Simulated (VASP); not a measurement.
The system is F.

```
CELL_PARAMETERS angstrom
1.27841 2.21427 0.00000
-1.27841 2.21427 0.00000
0.00000 0.00000 4.12644
ATOMIC_POSITIONS crystal
F 0.33333 0.33334 0.25000
F 0.66666 0.66667 0.75000
```

- Program: VASP 6.6.1
- Task: relaxation of cell and atoms
- Functional: r2SCAN
- Potentials or basis: VASP PAW PBE potentials, release 64 (F)
- Cutoff: 600 eV
- k mesh: 14 × 14 × 8
- Occupations: gaussian, width 0.022 eV
- Spin: no spin polarisation

At the start: pressure -9.8 GPa; volume 11.68 Å³/atom.

How do energy, volume and symmetry change on relaxing?

Over 25 steps the energy falls by 304.8 meV/atom and the volume is 9.49 Å³/atom (-18.8 %); space group P6_3/mmc (No. 194, to 0.1 Å) before and after.

Step by step:
| step | energy change (eV) | largest force (eV/Å) | pressure (GPa) | volume (Å³) |
| --- | --- | --- | --- | --- |
| 1 | 0.0000 | 0.0000 | -9.80 | 23.36 |
| 2 | -0.1307 | 0.0000 | -7.61 | 21.03 |
| 3 | -0.2045 | 0.0000 | -1.83 | 18.76 |
| 4 | -0.2071 | 0.0000 | 0.80 | 18.14 |
| 5 | -0.2075 | 0.0000 | 0.06 | 18.29 |
| 6 | -0.2146 | 0.0000 | 0.24 | 18.26 |
| 7 | -0.2611 | 0.0000 | 0.54 | 18.13 |
| 8 | -0.3958 | 0.0001 | 1.88 | 17.80 |
| 9 | -0.5401 | 0.0004 | 11.85 | 16.85 |
| 10 | -0.5460 | 0.0002 | 10.05 | 16.97 |
| 11 | -0.5448 | 0.0003 | 10.65 | 16.93 |
| 12 | -0.5457 | 0.0003 | 10.70 | 16.94 |
| 13 | -0.5478 | 0.0003 | 10.83 | 16.96 |
| 14 | -0.5497 | 0.0004 | 11.16 | 16.99 |
| 15 | -0.5525 | 0.0004 | 10.81 | 17.04 |
| 16 | -0.5604 | 0.0004 | 9.88 | 17.16 |
| 17 | -0.5742 | 0.0005 | 8.09 | 17.41 |
| 18 | -0.5944 | 0.0005 | 4.89 | 17.92 |
| 19 | -0.6089 | 0.0005 | -0.30 | 18.97 |
| 20 | -0.6089 | 0.0005 | -0.14 | 18.92 |
| 21 | -0.6090 | 0.0005 | -0.14 | 18.93 |
| 22 | -0.6093 | 0.0007 | -0.11 | 18.94 |
| 23 | -0.6096 | 0.0009 | -0.06 | 18.96 |
| 24 | -0.6094 | 0.0014 | 0.07 | 19.01 |
| 25 | -0.6097 | 0.0011 | -0.02 | 18.98 |

Final structure:
```
F
1.0
     1.36448    2.36335    0.00000
    -1.36448    2.36335    0.00000
     0.00000    0.00000    2.94262
F
2
Cartesian
  0.0000 1.5758 0.7357
  0.0000 3.1509 2.2070
```

Caveat: the volume moved by over 15 % at a fixed basis, so the end points are rough; the PAW data sets were made with another functional, which shifts forces and pressure a little.
